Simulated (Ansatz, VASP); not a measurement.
FeGe16: VASP beside Ansatz

```
Fe Ge
1.0
     0.00000    5.65754    5.65754
     5.65754    0.00000    5.65754
     5.65754    5.65754    0.00000
Fe Ge
1 16
Cartesian
  2.8288 2.8288 2.8288
  5.6575 5.6575 11.3151
  8.4863 8.4863 11.2881
  8.4863 11.2881 8.4863
  5.6846 8.4863 8.4863
  11.2881 8.4863 8.4863
  8.4863 5.6846 8.4863
  8.4863 8.4863 5.6846
  5.6575 5.6575 5.6575
  1.4056 1.4056 1.4056
  4.2520 4.2520 1.4056
  4.2520 1.4056 4.2520
  7.0615 4.2536 4.2536
  1.4056 4.2520 4.2520
  4.2536 7.0615 4.2536
  4.2536 4.2536 7.0615
  7.0615 7.0615 7.0615
```

Alike in both runs: task single point; functional PBEsol; k mesh 3 × 3 × 3; occupations gaussian, width 0.05 eV; collinear spin; Hubbard terms Fe d U = 4.0 eV.

|  | VASP | Ansatz |
| --- | --- | --- |
| version | VASP 6.6.1 | Ansatz 0.2.0 |
| potentials or method | VASP PAW PBE potentials, release 64 (Fe, Ge_d), cutoff 600 eV | scalar-relativistic, plane waves, PAW |
| valence electrons in the cell | 232 | 240 |

|  | VASP | Ansatz | Ansatz less VASP |
| --- | --- | --- | --- |
| gap on the k mesh at the Fermi level (eV) | none | none | - |
| pressure (GPa) | 2.6 | 2.3 | -0.33 |
| rms of the force components (eV/Å) | 0.015 | 0.004 | -0.0111 |
| net moment per atom (μB) | 0.16 | 0.13 | -0.026 |
| size of the moment on the site where the two differ most (μB) | 2.66 | 2.24 | -0.422 |

VASP's potentials were made for PBE, not for PBEsol. Site moments also hang on the region over which each program counts them. The programs project onto different local orbitals, so the same U acts differently, and such runs can settle in different states. Atom by atom the forces differ by 0.016 eV/Å (rms over components). A gap of «none» marks a metal or a gap that the smearing closes. VASP's potentials hold 232 valence electrons a cell and Ansatz's 240, so a difference there can come from the potentials and not from the codes. Ansatz's warnings: filled band counts differ across k points, specified occupation not kept.
